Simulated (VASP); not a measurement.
# Co (C2/c) in VASP: single point with revPBE

Aim: the single point of Co with revPBE.

Everything below comes from runs of VASP 6.6.1. Logs are shortened: lines on timing, memory, paths and dates and some standing lists are left out, and cuts for length are marked.

### Step 1. The cell of the first run

The typed cell holds 2 atoms: a = 2.405 Å, b = 2.405 Å, c = 4.576 Å, α = 105.23°, β = 105.23°, γ = 120.01°.

### Step 2. Single point, revPBE, collinear spin, ferromagnetic start (9.75 Å³/atom)

Contents of INCAR:

```
PREC = Accurate ; ENCUT = 520
EDIFF = 1E-7 ; ISMEAR = -1
SIGMA = 0.05 ; LREAL = False
LASPH = True ; NELM = 150
ALGO = Normal ; ISIF = 2
LWAVE = False ; LCHARG = True
ISPIN = 2 ; MAGMOM = 1.713 1.713
LORBIT = 11 ; LMAXMIX = 4
GGA = RE ; LELF = True
LVHAR = True ; NBANDS = 20
```

Contents of KPOINTS:

```
Automatic mesh
0
Gamma
  18 18 9
```

Contents of POSCAR:

```
Co
1.0
   -1.6165732127      1.3291785767      1.1851387774
    1.3291785767     -1.6165732127      1.1851387774
    3.0010564092      3.0010564092     -1.7115025796
Co
2
Direct
    0.9584519035      0.0415480965      1.0000000000
    0.7915480965      0.2084519035      0.5000000000
```

Potentials or basis: VASP PAW PBE potentials, release 64 (Co).

Command:

```console
cat potpaw_PBE.64/Co/POTCAR > POTCAR
mpirun -np 1 vasp_std > vasp.out
```

OUTCAR:

```text
PREC = Accurate
   ENCUT = 520
   EDIFF = 1E-7
   ISMEAR = -1
   LREAL = False
   LASPH = True
   NELM = 150
   ISIF = 2
   ISPIN = 2
   LORBIT = 11
   GGA = RE

 ion  position               nearest neighbor table
   1  0.958  0.042  0.000-   2 2.39   2 2.39   2 2.39   2 2.39   2 2.39   2 2.39
   2  0.792  0.208  0.500-   1 2.39   1 2.39   1 2.39   1 2.39   1 2.39   1 2.39

  Warning from LATTYP: Got some problem with cell dimensions!
  Tried to take original basis but could not verify dimensions!
  LATTYP: Found a base centered monoclinic cell.
 ALAT       =     2.4048715226
 B/A-ratio  =     1.7322846949
 C/A-ratio  =     1.6191422467
 COS(beta)  =    -0.0001811014

  Lattice vectors:

 A1 = (   1.6165732127,  -1.3291785767,  -1.1851387774)
 A2 = (  -1.3291785767,   1.6165732127,  -1.1851387774)
 A3 = (   2.7136617732,   2.7136617732,   0.6587749752)

Analysis of symmetry for initial positions (statically):
=====================================================================
 Subroutine PRICEL returns:
 Original cell was already a primitive cell.

 Routine SETGRP: Setting up the symmetry group for a
 base centered monoclinic supercell.

 Subroutine GETGRP returns: Found  4 space group operations
 (whereof  2 operations were pure point group operations)
 out of a pool of  4 trial point group operations.

The static configuration has the point symmetry C_2 .
 The point group associated with its full space group is C_2h.

Analysis of symmetry for dynamics (positions and initial velocities):
=====================================================================
 Subroutine PRICEL returns:
 Original cell was already a primitive cell.

 Routine SETGRP: Setting up the symmetry group for a
 base centered monoclinic supercell.

 Subroutine GETGRP returns: Found  4 space group operations
 (whereof  2 operations were pure point group operations)
 out of a pool of  4 trial point group operations.

The dynamic configuration has the point symmetry C_2 .
 The point group associated with its full space group is C_2h.

Analysis of structural, dynamic, and magnetic symmetry:
=====================================================================
 Subroutine PRICEL returns:
 Original cell was already a primitive cell.

 Routine SETGRP: Setting up the symmetry group for a
 base centered monoclinic supercell.

 Subroutine GETGRP returns: Found  4 space group operations
 (whereof  2 operations were pure point group operations)
[... 123 lines left out ...]
     AMIX_MAG =   1.60;   BMIX_MAG =  1.00
  volume/ion in A,a.u.               =       9.75        65.81
  Fermi-wavevector in a.u.,A,eV,Ry     =   1.593856  3.011951 34.563918  2.540376
  Thomas-Fermi vector in A             =   2.692021
   LORBIT       =     11    0 simple, 1 ext, 2 COOP (PROOUT), +10 PAW based schemes
   GGA     = RE    functional components
   LHFCALC =     F    Hartree Fock is set to
   AEXX    =    0.0000 exact exchange contribution
   IVDW    =     0    specifies the selected vdW correction
   LEPSILON=     F    determine dielectric tensor
   LRPA    =     F    only Hartree local field effects (RPA)
 spin polarized calculation
  energy-cutoff  :      520.00
  volume of cell :       19.51
 maximum number of plane-waves:       543
 NGX is ok and might be reduce to    18
   NGX =  9   NGY =  9   NGZ = 17

 number of electron      18.0000005 magnetization       3.0963071

 Free energy of the ion-electron system (eV)
  ---------------------------------------------------
  ext. energy  EPLUGINS =         0.00000000
  ---------------------------------------------------
  free energy    TOTEN  =       -13.01918079 eV

  energy without entropy =      -13.00650053  energy(sigma->0) =      -13.01284066

 E-fermi :  11.9328     XC(G=0): -13.9687

 val. band max:       11.9282916293   @ k =   0.2222   0.1667   0.3333
 cond. band min:      11.9344968706   @ k =  -0.1111  -0.1111   0.2222
 fundamental gap:      0.0062052413
 Fermi energy:        11.9327852330

 spin component 1

 k-point     1 :       0.0000    0.0000    0.0000
  band No.  band energies     occupation
      1       2.4186      1.00000
      2       6.2859      1.00000
      3       9.1538      1.00000
      4       9.1813      1.00000
      5       9.1834      1.00000
      6       9.5528      1.00000
[... 541 lines left out ...]
     19      39.3009      0.00000
     20      41.0204      0.00000

 [... further k-points ...]

 spin component 2

 k-point     1 :       0.0000    0.0000    0.0000
  band No.  band energies     occupation
      1       2.4012      1.00000
      2       7.1967      1.00000
      3      10.7484      1.00000
      4      10.7776      1.00000
      5      10.7807      1.00000
      6      11.2068      1.00000
[... 541 lines left out ...]
     19      39.5604      0.00000
     20      41.1010      0.00000

 [... further k-points ...]

------------------------ aborting loop because EDIFF is reached ----------------------------------------

  FORCE on cell =-STRESS in cart. coord.  units (eV):
  Direction    XX          YY          ZZ          XY          YZ          ZX
  --------------------------------------------------------------------------------------
  -------------------------------------------------------------------------------------
  Total        4.0625448      4.0625448      4.1024405     -0.0384535     -0.0120568     -0.0120568
  in kB      333.7020242    333.7020242    336.9790955     -3.1586133     -0.9903589     -0.9903575
  external PRESSURE =     334.7943813 kB  Pullay stress =       0.0000000 kB

 VOLUME and BASIS-vectors are now :
 -----------------------------------------------------------------------------
  energy-cutoff  :      520.00
  volume of cell :       19.51
      direct lattice vectors                 reciprocal lattice vectors
    -1.616573213  1.329178577  1.185138777    -0.040496893  0.298975021  0.453231827
     1.329178577 -1.616573213  1.185138777     0.298975021 -0.040496893  0.453231827
     3.001056409  3.001056409 -1.711502580     0.178984511  0.178984511  0.043403515

 POSITION                                       TOTAL-FORCE (eV/Angst)
 -----------------------------------------------------------------------------------
     -1.49418      1.20679      1.18514         0.002664     -0.002664      0.000000
      0.49800      2.21566      0.32939        -0.002664      0.002664     -0.000000
 -----------------------------------------------------------------------------------
    total drift:                                0.000000     -0.000000      0.000000

  FREE ENERGIE OF THE ION-ELECTRON SYSTEM (eV)
  ---------------------------------------------------
  free  energy   TOTEN  =       -13.0191807901 eV

  energy  without entropy=      -13.0065005258  energy(sigma->0) =      -13.01284066

 total charge

# of ion       s       p       d       tot
------------------------------------------
    1        0.539   0.624   7.343   8.506
    2        0.539   0.624   7.343   8.506
--------------------------------------------------
tot          1.078   1.247  14.687  17.012

 magnetization (x)

# of ion       s       p       d       tot
------------------------------------------
    1       -0.017  -0.059   1.624   1.548
    2       -0.017  -0.059   1.624   1.548
--------------------------------------------------
tot         -0.034  -0.119   3.249   3.096
```

OSZICAR:

```text
N       E                     dE             d eps       ncg     rms          rms(c)
DAV:   1     0.895990516578E+02    0.89599E+02   -0.73020E+03 65256   0.119E+03
DAV:   2    -0.995918606606E+01   -0.99558E+02   -0.89645E+02 63080   0.223E+02
DAV:   3    -0.148398261043E+02   -0.48806E+01   -0.46770E+01 69564   0.594E+01
DAV:   4    -0.149199646191E+02   -0.80139E-01   -0.80058E-01 75820   0.671E+00
DAV:   5    -0.149224748229E+02   -0.25102E-02   -0.25100E-02 72608   0.113E+00    0.164E+01
DAV:   6    -0.132669264785E+02    0.16555E+01   -0.56505E+00 70780   0.509E+01    0.636E+00
DAV:   7    -0.130563845438E+02    0.21054E+00   -0.76027E-01 75788   0.167E+01    0.416E+00
DAV:   8    -0.130321879718E+02    0.24197E-01   -0.17531E-02 80236   0.145E+00    0.220E+00
DAV:   9    -0.130175778001E+02    0.14610E-01   -0.21699E-03106088   0.820E-01    0.644E-01
DAV:  10    -0.130192001672E+02   -0.16224E-02   -0.15092E-03 90204   0.626E-01    0.854E-02
DAV:  11    -0.130191809639E+02    0.19203E-04   -0.74156E-05 79484   0.115E-01    0.248E-02
DAV:  12    -0.130191809090E+02    0.54929E-07   -0.44135E-06 77444   0.184E-02    0.125E-02
DAV:  13    -0.130191814682E+02   -0.55919E-06   -0.16177E-06 90224   0.153E-02    0.814E-03
DAV:  14    -0.130191810343E+02    0.43384E-06   -0.33821E-07 75112   0.679E-03    0.184E-03
DAV:  15    -0.130191807010E+02    0.33334E-06   -0.26879E-08 33880   0.261E-03    0.154E-03
DAV:  16    -0.130191807901E+02   -0.89118E-07   -0.93793E-09 31876   0.140E-03
   1 F= -.13019181E+02 E0= -.13012841E+02  d E =-.126803E-01  mag=     3.0962
```

Wall time 15 min (1 thread of Intel Xeon 8259CL, shared host); peak memory 0.5 GiB.

Results:

```
Free energy                                           : -13.0192 eV
Pressure                                              : 33.5 GPa
Largest force                                         : 0.004 eV/Å
Net moment                                            : 3.10 μB per cell
Site moments                                          : Co +1.55 μB
Valence electrons inside the program's atomic spheres : Co 8.51
```

Forces in eV/Å, atoms in the order of the input:
```
Co   0.003 -0.003  0.000
Co  -0.003  0.003  0.000
```

Levels at points of the mesh, in eV from the Fermi level:
Spin up:
```csv
k point,band 7,band 8,band 9,band 10,band 11,band 12,band 13,band 14
"(0.00, 0.00, 0.00)",-2.38,-1.97,-1.96,-0.68,-0.68,-0.11,7.37,22.90
"(0.50, 0.00, 0.00)",-0.98,-0.98,-0.41,-0.41,1.83,1.83,8.31,8.31
"(0.50, 0.50, 0.00)",-2.27,-0.52,-0.41,-0.34,1.64,3.92,10.61,11.42
```
Spin down:
| k point | band 3 | band 4 | band 5 | band 6 | band 7 | band 8 | band 9 | band 10 | band 11 | band 12 |
| --- | --- | --- | --- | --- | --- | --- | --- | --- | --- | --- |
| (0.00, 0.00, 0.00) | -1.18 | -1.16 | -1.15 | -0.73 | -0.73 | -0.23 | -0.23 | -0.18 | 1.18 | 1.18 |
| (0.50, 0.00, 0.00) | -2.78 | -2.78 | -0.11 | -0.11 | 0.26 | 0.26 | 1.45 | 1.45 | 2.47 | 2.47 |
| (0.50, 0.50, 0.00) | -3.79 | -2.06 | -1.33 | -1.23 | -0.74 | 1.34 | 1.49 | 1.53 | 2.88 | 4.87 |

Caveat: the cell stands under pressure; the PAW data sets were made with another functional, which shifts forces and pressure a little.
